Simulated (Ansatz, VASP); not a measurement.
Two plane-wave programs on Cd2SnO3

```
Cd Sn O
1.0
     2.85758   -5.42172    0.00000
     2.85758    5.42172    0.00000
     0.00000    0.00000    3.38105
Cd Sn O
2 1 3
Direct
  0.00000 0.50000 0.50000
  0.50000 0.00000 0.50000
  0.50000 0.50000 0.00000
  0.29364 0.70636 0.00000
  0.70636 0.29364 0.00000
  0.00000 0.00000 0.50000
```

Change from the starting cell: species swapped into the CeGa2Cu3 type (Cmmm, No. 65).

Alike in both runs: functional PBE; k mesh 8 × 8 × 12; occupations gaussian, width 0.1 eV; no spin polarisation.

Ansatz relaxed the structure, and its values are those at the end. VASP's run is a single point on that final structure, the one shown.

|  | VASP | Ansatz |
| --- | --- | --- |
| version | VASP 6.6.1 | Ansatz 0.2.0 |
| potentials or method | VASP PAW PBE potentials, release 64 (Cd, Sn_d, O), cutoff 520 eV | scalar-relativistic, plane waves, PAW |
| valence electrons in the cell | 56 | 72 |

Ansatz gave:

- gap on the k mesh at the Fermi level (eV): none
- pressure (GPa): 0.0
- rms of the force components (eV/Å): 0.001

Question: What did VASP give for the same quantities?

Answer: gap on the k mesh at the Fermi level (eV): none; pressure (GPa): 0.7; rms of the force components (eV/Å): 0.012.

A gap of «none» marks a metal or a gap that the smearing closes. VASP's potentials hold 56 valence electrons a cell and Ansatz's 72, so a difference there can come from the potentials and not from the codes.
